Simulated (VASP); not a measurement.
# AlN (P6_3mc) in VASP: elastic constants with PBE

Aim: the elastic constants of AlN with PBE.

Program: VASP 6.6.1. These are calculated values, not measurements. Logs are shortened: lines on timing, memory, paths and dates and some standing lists are left out, and cuts for length are marked.

**1. The cell of the first run**

It takes space group P6_3mc (No. 186, hexagonal). Conventional cell: a = 3.130 Å, b = 3.130 Å, c = 5.018 Å, α = 90.00°, β = 90.00°, γ = 120.00°. Within 2.5 Å of Al (site symmetry 3m) lie 4 N at 1.90 to 1.91 Å. Within 2.5 Å of N (site symmetry 3m) lie 4 Al at 1.90 to 1.91 Å.

**2. Elastic constants, PBE**

INCAR reads:

```
SYSTEM = AlN
PREC = Accurate
ENCUT = 600
EDIFF = 1E-8
ISMEAR = 0
SIGMA = 0.01
LREAL = .False.
LASPH = .True.
NELM = 80
ALGO = Normal
ISIF = 3
LWAVE = .False.
LCHARG = .False.
GGA = PE
NBANDS = 16
IBRION = 6
NFREE = 2
POTIM = 0.015
NSW = 1
```

KPOINTS reads:

```
Automatic mesh
0
Gamma
  8 8 4
  0 0 0
```

POSCAR reads:

```
AlN
1.0
    3.1302701068      0.0000000000      0.0000000000
   -1.5651350534      2.7108934332      0.0000000000
    0.0000000000      0.0000000000      5.0179591164
Al N
2 2
Direct
    0.3333333333      0.6666666667      0.0002275865
    0.6666666667      0.3333333333      0.5002275865
    0.3333333333      0.6666666667      0.3817724135
    0.6666666667      0.3333333333      0.8817724135
```

Potentials or basis: VASP PAW PBE potentials, release 64 (Al, N).

Run with:

```bash
$ cat potpaw_PBE.64/Al/POTCAR potpaw_PBE.64/N/POTCAR > POTCAR
$ mpirun -np 1 vasp_std > vasp.out
```

OUTCAR:

```text
SYSTEM = AlN
   PREC = Accurate
   ENCUT = 600
   EDIFF = 1E-8
   ISMEAR = 0
   LREAL = .False.
   LASPH = .True.
   NELM = 80
   ISIF = 3
   GGA = PE
   IBRION = 6
   NFREE = 2
   POTIM = 0.015
   NSW = 1

 ion  position               nearest neighbor table
   1  0.333  0.667  0.000-   4 1.90   4 1.90   4 1.90   3 1.91   2 3.09   2 3.09   2 3.09   2 3.09
                             2 3.09   2 3.09
   2  0.667  0.333  0.500-   3 1.90   3 1.90   3 1.90   4 1.91   1 3.09   1 3.09   1 3.09   1 3.09
                             1 3.09   1 3.09
   3  0.333  0.667  0.382-   2 1.90   2 1.90   2 1.90   1 1.91
   4  0.667  0.333  0.882-   1 1.90   1 1.90   1 1.90   2 1.91

  LATTYP: Found a hexagonal cell.
 ALAT       =     3.1302701068
 C/A-ratio  =     1.6030434899

  Lattice vectors:

 A1 = (   3.1302701068,   0.0000000000,   0.0000000000)
 A2 = (  -1.5651350534,   2.7108934332,   0.0000000000)
 A3 = (   0.0000000000,   0.0000000000,   5.0179591164)

Analysis of symmetry for initial positions (statically):
=====================================================================
 Subroutine PRICEL returns:
 Original cell was already a primitive cell.

 Routine SETGRP: Setting up the symmetry group for a
 hexagonal supercell.

 Subroutine GETGRP returns: Found 12 space group operations
 (whereof  6 operations were pure point group operations)
 out of a pool of 24 trial point group operations.

The static configuration has the point symmetry C_3v.
 The point group associated with its full space group is C_6v.

Analysis of symmetry for dynamics (positions and initial velocities):
=====================================================================
 Subroutine PRICEL returns:
 Original cell was already a primitive cell.

 Routine SETGRP: Setting up the symmetry group for a
 hexagonal supercell.

 Subroutine GETGRP returns: Found 12 space group operations
 (whereof  6 operations were pure point group operations)
 out of a pool of 24 trial point group operations.

The dynamic configuration has the point symmetry C_3v.
 The point group associated with its full space group is C_6v.

 Subroutine INISYM returns: Found 12 space group operations
 (whereof  6 operations are pure point group operations),
 and found     1 'primitive' translations

----------------------------------------------------------------------------------------

                                     Primitive cell

  volume of cell :      42.5815

  direct lattice vectors                    reciprocal lattice vectors
     3.130270107  0.000000000  0.000000000     0.319461250  0.184441038  0.000000000
    -1.565135053  2.710893433  0.000000000     0.000000000  0.368882077  0.000000000
     0.000000000  0.000000000  5.017959116     0.000000000  0.000000000  0.199284206

  length of vectors
     3.130270107  3.130270107  5.017959116     0.368882077  0.368882077  0.199284206

  position of ions in fractional coordinates (direct lattice)
     0.333333333  0.666666667  0.000227587
     0.666666667  0.333333333  0.500227587
     0.333333333  0.666666667  0.381772414
     0.666666667  0.333333333  0.881772414

  ion indices of the primitive-cell ions
   primitive index   ion index
                 1           1
[... 118 lines left out ...]

 Free energy of the ion-electron system (eV)
  ---------------------------------------------------
  ext. energy  EPLUGINS =         0.00000000
  ---------------------------------------------------
  free energy    TOTEN  =       -29.78345123 eV

  energy without entropy =      -29.78345123  energy(sigma->0) =      -29.78345123

------------------------ aborting loop because EDIFF is reached ----------------------------------------

  FORCE on cell =-STRESS in cart. coord.  units (eV):
  Direction    XX          YY          ZZ          XY          YZ          ZX
  --------------------------------------------------------------------------------------
  -------------------------------------------------------------------------------------
  Total       -0.1111138     -0.1111138     -0.0950496      0.0000000     -0.0000000      0.0000000
  in kB       -4.1807774     -4.1807774     -3.5763455      0.0000000     -0.0000000      0.0000000
  external PRESSURE =      -3.9793001 kB  Pullay stress =       0.0000000 kB
[... 95 lines left out ...]
  FREE ENERGIE OF THE ION-ELECTRON SYSTEM (eV)
  ---------------------------------------------------
  free  energy   TOTEN  =       -29.7716293742 eV

  energy  without entropy=      -29.7716293742  energy(sigma->0) =      -29.77162937

[... ionic steps 4 to 18 ...]

--------------------------------------- Ionic step       19  -------------------------------------------

 number of electron      15.9999999 magnetization

------------------------ aborting loop because EDIFF is reached ----------------------------------------
[... 71 lines left out ...]
--------------------------------------- Ionic step       21  -------------------------------------------

 number of electron      16.0000000 magnetization

 Free energy of the ion-electron system (eV)
  ---------------------------------------------------
  ext. energy  EPLUGINS =         0.00000000
  ---------------------------------------------------
  free energy    TOTEN  =       -29.78130451 eV

  energy without entropy =      -29.78130451  energy(sigma->0) =      -29.78130451

 E-fermi :   6.0158     XC(G=0): -10.8271

 val. band max:        5.9403212702   @ k =   0.0000   0.0000   0.0000
 cond. band min:      10.0049577123   @ k =   0.0000   0.0000   0.0000
 fundamental gap:      4.0646364421
 Fermi energy:         6.0157924593

 k-point     1 :       0.0000    0.0000    0.0000
  band No.  band energies     occupation
      1      -9.1039      2.00000
      2      -7.0197      2.00000
      3       0.0494      2.00000
      4       5.1287      2.00000
      5       5.1287      2.00000
      6       5.7721      2.00000
[... 433 lines left out ...]
      3       0.9274      2.00000
      4       0.9517      2.00000
      5       4.4676      2.00000
      6       4.4962      2.00000
[... 8 lines left out ...]
     15      18.9629      0.00000
     16      19.0915      0.00000

 [... further k-points ...]
[... 5 lines left out ...]
  --------------------------------------------------------------------------------------
  -------------------------------------------------------------------------------------
  Total       -0.1852892     -0.1852892      0.0808723      0.0000000      0.0000000      0.0000000
  in kB       -6.9717082     -6.9717082      3.0429094      0.0000000      0.0000000      0.0000000
  external PRESSURE =      -3.6335023 kB  Pullay stress =       0.0000000 kB
[... 19 lines left out ...]
  FREE ENERGIE OF THE ION-ELECTRON SYSTEM (eV)
  ---------------------------------------------------
  free  energy   TOTEN  =       -29.7813045111 eV

  energy  without entropy=      -29.7813045111  energy(sigma->0) =      -29.78130451

 INTERNAL STRAIN TENSORS FROM STRAINED CELLS
 ============================================

 INTERNAL STRAIN TENSOR FOR ION    1 for displacements in x,y,z  (eV/Angst):
          X           Y           Z          XY          YZ          ZX
  --------------------------------------------------------------------------------
  x     0.00000     0.00000     0.00000    -8.14657    -0.00000    -4.86610
  y    -8.17143     8.19570     0.00000     0.00002    -4.86166    -0.00000
  z    -5.03962    -5.04927    11.21095    -0.00040    -0.00472    -0.00015

 INTERNAL STRAIN TENSORS FROM DISPLACED ATOMS
 ============================================

 INTERNAL STRAIN TENSOR FOR ION    1 for displacements in x,y,z  (eV/Angst):
          X           Y           Z          XY          YZ          ZX
  --------------------------------------------------------------------------------
  x     0.00000     0.00000    -0.00000    -8.14166    -0.00000    -4.86118
  y    -8.14166     8.14166     0.00000     0.00000    -4.86118     0.00000
  z    -5.02488    -5.02488    11.14848     0.00000     0.00000     0.00000

 INTERNAL STRAIN TENSOR FOR ION    4 for displacements in x,y,z  (eV/Angst):
          X           Y           Z          XY          YZ          ZX
  --------------------------------------------------------------------------------
  x     0.00000     0.00000     0.00000     9.78535     0.00000     4.86110
  y     9.78535    -9.78535    -0.00000     0.00000     4.86110     0.00000
  z     5.02878     5.02878   -11.15646     0.00000     0.00000     0.00000

 Eigenvectors and eigenvalues of the dynamical matrix
 ----------------------------------------------------

   1 f  =   21.170984 THz   133.021213 2PiTHz  706.187997 cm-1    87.556113 meV
             X         Y         Z           dx          dy          dz
     -0.000000  1.807262  0.001142    -0.000000   -0.000000   -0.009189
      1.565135  0.903631  2.510122    -0.000000   -0.000000    0.009189
     -0.000000  1.807262  1.915718     0.000000    0.000000   -0.707047
      1.565135  0.903631  4.424698     0.000000    0.000000    0.707047
[... 71 lines left out ...]
  12 f/i=    0.000723 THz     0.004543 2PiTHz    0.024118 cm-1     0.002990 meV
             X         Y         Z           dx          dy          dz
     -0.000000  1.807262  0.001142     0.105052   -0.564059   -0.000000
      1.565135  0.903631  2.510122     0.105052   -0.564059   -0.000000
     -0.000000  1.807262  1.915718     0.075670   -0.406295   -0.000000
      1.565135  0.903631  4.424698     0.075670   -0.406295   -0.000000

--------------------------------------------------------------------------------------------------------

 ELASTIC MODULI CONTR FROM IONIC RELAXATION (kBar)
 Direction    XX          YY          ZZ          XY          YZ          ZX
 --------------------------------------------------------------------------------
 XX        -629.8545    312.7789    351.7303      0.0000      0.0000     -0.0000
 YY         312.7789   -629.8545    351.7303     -0.0000     -0.0000      0.0000
 ZZ         351.7303    351.7303   -780.3453      0.0000      0.0000      0.0000
 XY           0.0000     -0.0000      0.0000   -471.3167      0.0000      0.0000
 YZ           0.0000     -0.0000      0.0000      0.0000   -124.5227      0.0000
 ZX          -0.0000      0.0000      0.0000     -0.0000      0.0000   -124.5227
 --------------------------------------------------------------------------------

 TOTAL ELASTIC MODULI (kBar)
 Direction    XX          YY          ZZ          XY          YZ          ZX
 --------------------------------------------------------------------------------
 XX        3734.8546   1270.1927    966.2775      0.0000      0.0000     -0.0000
 YY        1270.1927   3734.8546    966.2775     -0.0000     -0.0000      0.0000
 ZZ         966.2775    966.2775   3536.3468      0.0000      0.0000      0.0000
 XY           0.0000     -0.0000      0.0000   1232.3310      0.0000      0.0000
 YZ           0.0000     -0.0000      0.0000      0.0000   1117.4144      0.0000
 ZX          -0.0000      0.0000      0.0000     -0.0000      0.0000   1117.4144
 --------------------------------------------------------------------------------
```

Run time: 5.8 min. Hardware: 1 thread of Intel Xeon Platinum 8559C (Emerald Rapids), shared host; peak memory 0.31 GiB.

Results:

- Voigt bulk modulus: 193 GPa
- Highest phonon frequency at Γ, LO-TO splitting left out: 706 cm⁻¹

Phonon frequencies in cm⁻¹ (negative: imaginary):
| q point | frequencies |
| --- | --- |
| (0.000, 0.000, 0.000) | 0 0 0 237 237 535 595 637 637 649 649 706 |

Elastic tensor in Voigt notation (GPa, in the Cartesian axes of the cell as first typed):
```
373 127  97   0   0   0
127 373  97   0   0   0
 97  97 354   0   0   0
  0   0   0 112   0   0
  0   0   0   0 112   0
  0   0   0   0   0 123
```

Clamped-ion elastic tensor (GPa):
```
436  96  61   0   0   0
 96 436  61   0   0   0
 61  61 432   0   0   0
  0   0   0 124   0   0
  0   0   0   0 124   0
  0   0   0   0   0 170
```
